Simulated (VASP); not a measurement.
# Cr (Im-3m) in VASP: further runs

Cr is run at these levels: PBE; tasks: single point.

Program: VASP 6.6.1. These are calculated values, not measurements. Logs are shortened: lines on timing, memory, paths and dates and some standing lists are left out, and cuts for length are marked.

**1. The cell of the first run**

Symmetry: Im-3m, No. 229, cubic system. The conventional cell has a = 2.906 Å, b = 2.906 Å, c = 2.906 Å, α = 90.00°, β = 90.00°, γ = 90.00°. Cr (site symmetry m-3m) has 14 Cr at 2.52 to 2.91 Å within 3.3 Å.

**2. Single point, PBE, collinear spin, zero start**

File INCAR:

```
PREC     = Accurate       # precision mode
ENCUT    = 500            # plane-wave cutoff, eV
EDIFF    = 1E-6           # SCF threshold, eV
ISMEAR   = -1             # smearing method
SIGMA    = 0.1            # smearing width, eV
LREAL    = F              # projectors in reciprocal space
LASPH    = T              # aspherical terms in the spheres
NELM     = 200            # most SCF steps
ALGO     = Normal         # electronic algorithm
ISIF     = 2              # what is computed and relaxed
LWAVE    = F              # write WAVECAR
LCHARG   = F              # write CHGCAR
ISPIN    = 2              # spin polarisation
MAGMOM   = 0              # initial moments
LORBIT   = 11             # projections on sites
LMAXMIX  = 4              # l up to which the mixer works
GGA      = PE             # functional
NBANDS   = 16             # bands
GGA_COMPAT= F
```

File KPOINTS:

```
Automatic mesh
0
Gamma
  8 8 8
```

File POSCAR:

```
Cr
1.0
   -1.4530650000      1.4530650000      1.4530650000
    1.4530650000     -1.4530650000      1.4530650000
    1.4530650000      1.4530650000     -1.4530650000
Cr
1
Direct
    0.0000000000      0.0000000000      0.0000000000
```

Potentials or basis: VASP PAW PBE potentials, release 64 (Cr_pv).

Command:

```console
cat potpaw_PBE.64/Cr_pv/POTCAR > POTCAR
mpirun -np 1 vasp_std > vasp.out
```

OUTCAR:

```text
PREC = Accurate
   ENCUT = 500
   EDIFF = 1E-6
   ISMEAR = -1
   LREAL = F
   LASPH = T
   NELM = 200
   ISIF = 2
   ISPIN = 2
   LORBIT = 11
   GGA = PE

 ion  position               nearest neighbor table
   1  0.000  0.000  0.000-

  LATTYP: Found a body centered cubic cell.
 ALAT       =     2.9061300000

  Lattice vectors:

 A1 = (  -1.4530650000,   1.4530650000,   1.4530650000)
 A2 = (   1.4530650000,  -1.4530650000,   1.4530650000)
 A3 = (   1.4530650000,   1.4530650000,  -1.4530650000)

Analysis of symmetry for initial positions (statically):
=====================================================================
 Subroutine PRICEL returns:
 Original cell was already a primitive cell.

 Routine SETGRP: Setting up the symmetry group for a
 body centered cubic supercell.

 Subroutine GETGRP returns: Found 48 space group operations
[... 9 lines left out ...]

 Routine SETGRP: Setting up the symmetry group for a
 body centered cubic supercell.

 Subroutine GETGRP returns: Found 48 space group operations
 (whereof 48 operations were pure point group operations)
 out of a pool of 48 trial point group operations.

The dynamic configuration has the point symmetry O_h .

Analysis of structural, dynamic, and magnetic symmetry:
=====================================================================
 Subroutine PRICEL returns:
 Original cell was already a primitive cell.

 Routine SETGRP: Setting up the symmetry group for a
 body centered cubic supercell.

 Subroutine GETGRP returns: Found 48 space group operations
 (whereof 48 operations were pure point group operations)
 out of a pool of 48 trial point group operations.

The overall configuration has the point symmetry O_h .

 Subroutine INISYM returns: Found 48 space group operations
[... 5 lines left out ...]
                                     Primitive cell

  volume of cell :      12.2720

  direct lattice vectors                    reciprocal lattice vectors
    -1.453065000  1.453065000  1.453065000     0.000000000  0.344100230  0.344100230
     1.453065000 -1.453065000  1.453065000     0.344100230  0.000000000  0.344100230
     1.453065000  1.453065000 -1.453065000     0.344100230  0.344100230  0.000000000

  length of vectors
     2.516782407  2.516782407  2.516782407     0.486631211  0.486631211  0.486631211

  position of ions in fractional coordinates (direct lattice)
     0.000000000  0.000000000  0.000000000

  ion indices of the primitive-cell ions
   primitive index   ion index
                 1           1

----------------------------------------------------------------------------------------

 KPOINTS: Automatic mesh

Automatic generation of k-mesh.
 Grid dimensions read from file:
 generate k-points for:    8    8    8

 Generating k-lattice:

  Cartesian coordinates                     Fractional coordinates (reciprocal lattice)
     0.000000000  0.043012529  0.043012529     0.125000000  0.000000000  0.000000000
     0.043012529  0.000000000  0.043012529     0.000000000  0.125000000  0.000000000
     0.043012529  0.043012529  0.000000000     0.000000000  0.000000000  0.125000000

  Length of vectors
     0.060828901  0.060828901  0.060828901

  Shift w.r.t. Gamma in fractional coordinates (k-lattice)
     0.000000000  0.000000000  0.000000000

 Subroutine IBZKPT returns following result:
 ===========================================

 Found     29 irreducible k-points:

 Following reciprocal coordinates:
            Coordinates               Weight
  0.000000  0.000000  0.000000      1.000000
  0.125000  0.000000  0.000000     12.000000
  0.250000  0.000000  0.000000     12.000000
  0.375000  0.000000  0.000000     12.000000
  0.500000  0.000000  0.000000      6.000000
  0.125000  0.125000  0.000000     24.000000
[... 16 lines left out ...]
 -0.250000  0.250000  0.250000      6.000000
 -0.375000  0.375000  0.250000     24.000000
 [... further k-points ...]
   k-points           NKPTS =     29   k-points in BZ     NKDIM =     29   number of bands    NBANDS=     16
   number of dos      NEDOS =    301   number of ions     NIONS =      1
   total plane-waves  NPLWV =   5832
   dimension x,y,z NGX =    18 NGY =   18 NGZ =   18
   dimension x,y,z NGXF=    36 NGYF=   36 NGZF=   36
   ions per type =               1
   NGX,Y,Z   is equivalent  to a cutoff of  11.89, 11.89, 11.89 a.u.
   NGXF,Y,Z  is equivalent  to a cutoff of  23.78, 23.78, 23.78 a.u.
 SYSTEM =  unknown system
   PREC   = accura    normal or accurate (medium, high low for compatibility)
   ISTART =      0    job   : 0-new  1-cont  2-samecut
   ICHARG =      2    charge: 1-file 2-atom 10-const
   ISPIN  =      2    spin polarized calculation?
   LNONCOLLINEAR =      F non collinear calculations
   LSORBIT =      F    spin-orbit coupling
   LASPH  =      T    aspherical Exc in radial PAW
   ENCUT  =  500.0 eV  36.75 Ry    6.06 a.u.   4.59  4.59  4.59*2*pi/ulx,y,z
   NELM   =    200;   NELMIN=  2; NELMDL= -5     # of ELM steps
   EDIFF  = 0.1E-05   stopping-criterion for ELM
   LREAL  =      F    real-space projection
   EDIFFG = 0.1E-04   stopping-criterion for IOM
   NSW    =      0    number of steps for IOM
   IBRION =     -1    ionic relax: 0-MD 1-quasi-New 2-CG
   NFREE  =      0    steps in history (QN), initial steepest desc. (CG)
   ISIF   =      2    stress and relaxation
   ISYM   =      2    0-nonsym 1-usesym 2-fastsym
   POTIM  = 0.5000    time-step for ionic-motion
   TEBEG  =    0.0;   TEEND  =   0.0 temperature during run
   PSTRESS=    0.0 pullay stress
   NELECT =      12.0000    total number of electrons
   NUPDOWN=      -1.0000    fix difference up-down
   EMIN   =  10.00;   EMAX   =-10.00  energy-range for DOS
   EFERMI =   0.00;   METHOD = LEGACY
   ISMEAR =    -1;   SIGMA  =   0.10  broadening in eV -4-tet -1-fermi 0-gaus
   EFERMI_NEDOS =   21; number of points for ismear=-14 and -15
   IALGO  =     38    algorithm
   IMIX   =      4    mixing-type and parameters
     AMIX     =   0.40;   BMIX     =  1.00
     AMIX_MAG =   1.60;   BMIX_MAG =  1.00
  volume/ion in A,a.u.               =      12.27        82.82
  Fermi-wavevector in a.u.,A,eV,Ry     =   1.624913  3.070641 35.924053  2.640343
  Thomas-Fermi vector in A             =   2.718122
   LORBIT       =     11    0 simple, 1 ext, 2 COOP (PROOUT), +10 PAW based schemes
   GGA     = PE    functional components
   LHFCALC =     F    Hartree Fock is set to
   AEXX    =    0.0000 exact exchange contribution
   IVDW    =     0    specifies the selected vdW correction
   LEPSILON=     F    determine dielectric tensor
   LRPA    =     F    only Hartree local field effects (RPA)
 spin polarized calculation
  energy-cutoff  :      500.00
  volume of cell :       12.27
 maximum number of plane-waves:       325
   NGX =  9   NGY =  9   NGZ =  9

 number of electron      11.9999994 magnetization       0.0000004

 number of electron      11.9999994 magnetization      -0.0000013

 Free energy of the ion-electron system (eV)
  ---------------------------------------------------
  ext. energy  EPLUGINS =         0.00000000
  ---------------------------------------------------
  free energy    TOTEN  =        -9.48874675 eV

  energy without entropy =       -9.46680071  energy(sigma->0) =       -9.47777373

 E-fermi :  10.0001     XC(G=0): -13.3286

 val. band max:        9.7952359241   @ k =  -0.3750   0.5000   0.2500
 cond. band min:      10.1375966036   @ k =  -0.2500   0.2500   0.1250
 fundamental gap:      0.3423606795
 Fermi energy:        10.0000590635

 spin component 1

 k-point     1 :       0.0000    0.0000    0.0000
  band No.  band energies     occupation
      1     -32.6965      1.00000
      2     -32.6965      1.00000
      3     -32.6965      1.00000
      4       2.4978      1.00000
      5       9.2758      0.99928
      6       9.2758      0.99928
[... 8 lines left out ...]
     15      38.8869      0.00000
     16      42.9084      0.00000

 k-point     2 :       0.1250    0.0000    0.0000
  band No.  band energies     occupation
      1     -32.8107      1.00000
      2     -32.7322      1.00000
      3     -32.6970      1.00000
      4       3.1325      1.00000
      5       9.0469      0.99993
      6       9.2157      0.99961
[... 8 lines left out ...]
     15      38.8672      0.00000
     16      39.0439      0.00000
[... 387 lines left out ...]
      5       8.4946      1.00000
      6       9.7392      0.93141
[... 8 lines left out ...]
     15      42.2036      0.00000
     16      42.2036      0.00000

 k-point    24 :      -0.3750    0.3750    0.2500
  band No.  band energies     occupation
      1     -33.2539      1.00000
      2     -33.0413      1.00000
      3     -32.9714      1.00000
      4       6.9419      1.00000
      5       7.6354      1.00000
      6       9.7533      0.92186
[... 8 lines left out ...]
     15      40.7846      0.00000
     16      41.2224      0.00000

 [... further k-points ...]

 spin component 2

 k-point     1 :       0.0000    0.0000    0.0000
  band No.  band energies     occupation
      1     -32.6965      1.00000
      2     -32.6965      1.00000
      3     -32.6965      1.00000
      4       2.4978      1.00000
      5       9.2758      0.99928
      6       9.2758      0.99928
[... 8 lines left out ...]
     15      38.8869      0.00000
     16      42.9084      0.00000

 k-point     2 :       0.1250    0.0000    0.0000
  band No.  band energies     occupation
      1     -32.8107      1.00000
      2     -32.7322      1.00000
      3     -32.6970      1.00000
      4       3.1324      1.00000
      5       9.0469      0.99993
      6       9.2158      0.99961
[... 8 lines left out ...]
     15      38.8672      0.00000
     16      39.0438      0.00000
[... 387 lines left out ...]
      5       8.4946      1.00000
      6       9.7392      0.93141
[... 8 lines left out ...]
     15      42.2036      0.00000
     16      42.2036      0.00000

 k-point    24 :      -0.3750    0.3750    0.2500
  band No.  band energies     occupation
      1     -33.2539      1.00000
      2     -33.0413      1.00000
      3     -32.9714      1.00000
      4       6.9419      1.00000
      5       7.6354      1.00000
      6       9.7533      0.92185
[... 8 lines left out ...]
     15      40.7846      0.00000
     16      41.2224      0.00000

 [... further k-points ...]
[... 5 lines left out ...]
  --------------------------------------------------------------------------------------
  -------------------------------------------------------------------------------------
  Total       -1.0549559     -1.0549559     -1.0549559      0.0000000      0.0000000      0.0000000
  in kB     -137.7303902   -137.7303902   -137.7303902      0.0000000      0.0000000      0.0000000
  external PRESSURE =    -137.7303902 kB  Pullay stress =       0.0000000 kB

 VOLUME and BASIS-vectors are now :
 -----------------------------------------------------------------------------
  energy-cutoff  :      500.00
  volume of cell :       12.27
      direct lattice vectors                 reciprocal lattice vectors
    -1.453065000  1.453065000  1.453065000     0.000000000  0.344100230  0.344100230
     1.453065000 -1.453065000  1.453065000     0.344100230  0.000000000  0.344100230
     1.453065000  1.453065000 -1.453065000     0.344100230  0.344100230  0.000000000

 POSITION                                       TOTAL-FORCE (eV/Angst)
 -----------------------------------------------------------------------------------
      0.00000      0.00000      0.00000         0.000000      0.000000     -0.000000
 -----------------------------------------------------------------------------------
    total drift:                                0.000000     -0.000000      0.000000

  FREE ENERGIE OF THE ION-ELECTRON SYSTEM (eV)
  ---------------------------------------------------
  free  energy   TOTEN  =        -9.4887467527 eV

  energy  without entropy=       -9.4668007102  energy(sigma->0) =       -9.47777373

 total charge

# of ion       s       p       d       tot
------------------------------------------
    1        0.419   6.373   4.137  10.929

 magnetization (x)

# of ion       s       p       d       tot
------------------------------------------
    1       -0.000  -0.000   0.000   0.000
```

Wall time 19 s (1 thread of Intel Xeon 8259CL, shared host); peak memory 0.12 GiB.

What came out:

```yaml
Free_energy: -9.4887 eV
Pressure: -13.8 GPa
Band_gap_on_the_k_mesh: zero (filled and empty bands overlap)
Net_moment: 0.00 μB per cell
Valence_electrons_inside_the_program's_atomic_spheres: Cr 10.93
```

Caveat: the k points lie up to 0.38 Å⁻¹ apart.

**3. Single point, PBE, collinear spin, zero start**

File INCAR:

```
SYSTEM = Cr
ALGO = Normal ; EDIFF = 1E-6
ENCUT = 500 ; GGA = PE
GGA_COMPAT = .False. ; ISIF = 2
ISMEAR = -1 ; ISPIN = 2
LASPH = .True. ; LCHARG = .True.
LELF = .True. ; LMAXMIX = 4
LORBIT = 11 ; LREAL = .False.
LVHAR = .True. ; LWAVE = .False.
MAGMOM = 0 ; NBANDS = 16
NELM = 200 ; PREC = Accurate
SIGMA = 0.1
```

File KPOINTS:

```
k-points
0
Gamma
  8 8 8
  0 0 0
```

POSCAR is that of step 2.

Potentials or basis: VASP PAW PBE potentials, release 64 (Cr_pv).

Command:

```console
cat potpaw_PBE.64/Cr_pv/POTCAR > POTCAR
mpirun -np 1 vasp_std > vasp.out
```

OUTCAR:

```text
SYSTEM = Cr
   EDIFF = 1E-6
   ENCUT = 500
   GGA = PE
   ISIF = 2
   ISMEAR = -1
   ISPIN = 2
   LASPH = .True.
   LORBIT = 11
   LREAL = .False.
   NELM = 200
   PREC = Accurate

 ion  position               nearest neighbor table
   1  0.000  0.000  0.000-

  LATTYP: Found a body centered cubic cell.
 ALAT       =     2.9061300000

  Lattice vectors:

 A1 = (  -1.4530650000,   1.4530650000,   1.4530650000)
 A2 = (   1.4530650000,  -1.4530650000,   1.4530650000)
 A3 = (   1.4530650000,   1.4530650000,  -1.4530650000)

Analysis of symmetry for initial positions (statically):
=====================================================================
 Subroutine PRICEL returns:
 Original cell was already a primitive cell.

 Routine SETGRP: Setting up the symmetry group for a
 body centered cubic supercell.

 Subroutine GETGRP returns: Found 48 space group operations
[... 9 lines left out ...]

 Routine SETGRP: Setting up the symmetry group for a
 body centered cubic supercell.

 Subroutine GETGRP returns: Found 48 space group operations
[... 174 lines left out ...]
  band No.  band energies     occupation
      1     -32.6965      1.00000
      2     -32.6965      1.00000
      3     -32.6965      1.00000
      4       2.4978      1.00000
      5       9.2758      0.99928
      6       9.2758      0.99928
[... 435 lines left out ...]
      5       7.6354      1.00000
      6       9.7533      0.92186
[... 8 lines left out ...]
     15      40.7846      0.00000
     16      41.2224      0.00000

 [... further k-points ...]

 spin component 2

 k-point     1 :       0.0000    0.0000    0.0000
  band No.  band energies     occupation
      1     -32.6965      1.00000
      2     -32.6965      1.00000
      3     -32.6965      1.00000
      4       2.4978      1.00000
      5       9.2758      0.99928
      6       9.2758      0.99928
[... 435 lines left out ...]
      5       7.6354      1.00000
      6       9.7533      0.92185
[... 8 lines left out ...]
     15      40.7846      0.00000
     16      41.2224      0.00000

 [... further k-points ...]
[... 5 lines left out ...]
  --------------------------------------------------------------------------------------
  -------------------------------------------------------------------------------------
  Total       -1.0549559     -1.0549559     -1.0549559      0.0000000      0.0000000      0.0000000
  in kB     -137.7303902   -137.7303902   -137.7303902      0.0000000      0.0000000      0.0000000
  external PRESSURE =    -137.7303902 kB  Pullay stress =       0.0000000 kB

 VOLUME and BASIS-vectors are now :
 -----------------------------------------------------------------------------
  energy-cutoff  :      500.00
  volume of cell :       12.27
      direct lattice vectors                 reciprocal lattice vectors
    -1.453065000  1.453065000  1.453065000     0.000000000  0.344100230  0.344100230
     1.453065000 -1.453065000  1.453065000     0.344100230  0.000000000  0.344100230
     1.453065000  1.453065000 -1.453065000     0.344100230  0.344100230  0.000000000

 POSITION                                       TOTAL-FORCE (eV/Angst)
 -----------------------------------------------------------------------------------
      0.00000      0.00000      0.00000         0.000000      0.000000     -0.000000
 -----------------------------------------------------------------------------------
    total drift:                                0.000000     -0.000000      0.000000

  FREE ENERGIE OF THE ION-ELECTRON SYSTEM (eV)
  ---------------------------------------------------
  free  energy   TOTEN  =        -9.4887467527 eV

  energy  without entropy=       -9.4668007102  energy(sigma->0) =       -9.47777373

 total charge

# of ion       s       p       d       tot
------------------------------------------
    1        0.419   6.373   4.137  10.929

 magnetization (x)

# of ion       s       p       d       tot
------------------------------------------
    1       -0.000  -0.000   0.000   0.000
```

OSZICAR:

```text
N       E                     dE             d eps       ncg     rms          rms(c)
DAV:   1     0.811984987449E+02    0.81198E+02   -0.64065E+03  1912   0.867E+02
DAV:   2    -0.978978499904E+01   -0.90988E+02   -0.86794E+02  2048   0.243E+02
DAV:   3    -0.112394041152E+02   -0.14496E+01   -0.14471E+01  2120   0.343E+01
DAV:   4    -0.112445110602E+02   -0.51069E-02   -0.51069E-02  2160   0.203E+00
DAV:   5    -0.112445509731E+02   -0.39913E-04   -0.39914E-04  2144   0.162E-01    0.122E+01
DAV:   6    -0.952077651396E+01    0.17238E+01   -0.23950E+00  1904   0.276E+01    0.219E+00
DAV:   7    -0.949940777856E+01    0.21369E-01   -0.43928E-02  1952   0.277E+00    0.116E+00
DAV:   8    -0.948891310557E+01    0.10495E-01   -0.24289E-03  2120   0.696E-01    0.136E-01
DAV:   9    -0.948874977168E+01    0.16333E-03   -0.37122E-04  1984   0.283E-01    0.395E-02
DAV:  10    -0.948874831761E+01    0.14541E-05   -0.10329E-05  2048   0.309E-02    0.399E-03
DAV:  11    -0.948874660963E+01    0.17080E-05   -0.79148E-08  1184   0.454E-03    0.938E-04
DAV:  12    -0.948874675266E+01   -0.14303E-06   -0.13347E-08   976   0.122E-03
   1 F= -.94887468E+01 E0= -.94777737E+01  d E =-.219460E-01  mag=     0.0000
```

It took 22 s on 1 thread of Intel Xeon 8259CL, shared host; peak memory 0.13 GiB.

Results:

| Quantity | Value |
| --- | --- |
| Free energy | -9.4887 eV |
| Pressure | -13.8 GPa |
| Band gap on the k mesh | zero (filled and empty bands overlap) |
| Net moment | 0.00 μB per cell |
| Valence electrons inside the program's atomic spheres | Cr 10.93 |

Levels at points of the mesh, in eV from the Fermi level:
Spin up:
```csv
k point,band 4,band 5,band 6,band 7,band 8,band 9
"(0.00, 0.00, 0.00)",-7.50,-0.72,-0.72,-0.72,1.17,1.17
"(0.50, 0.00, 0.00)",-4.01,-2.14,1.11,1.16,1.47,2.71
"(0.50, 0.50, 0.50)",-3.83,-3.83,2.35,2.35,2.35,7.17
```
Spin down:
| k point | band 3 | band 4 | band 5 | band 6 | band 7 | band 8 | band 9 | band 10 |
| --- | --- | --- | --- | --- | --- | --- | --- | --- |
| (0.00, 0.00, 0.00) | -42.70 | -7.50 | -0.72 | -0.72 | -0.72 | 1.17 | 1.17 | 7.17 |
| (0.50, 0.00, 0.00) | -42.70 | -4.01 | -2.14 | 1.11 | 1.16 | 1.47 | 2.71 | 7.16 |
| (0.50, 0.50, 0.50) | -43.22 | -3.83 | -3.83 | 2.35 | 2.35 | 2.35 | 7.17 | 10.21 |

Caveat: the k points lie up to 0.38 Å⁻¹ apart.
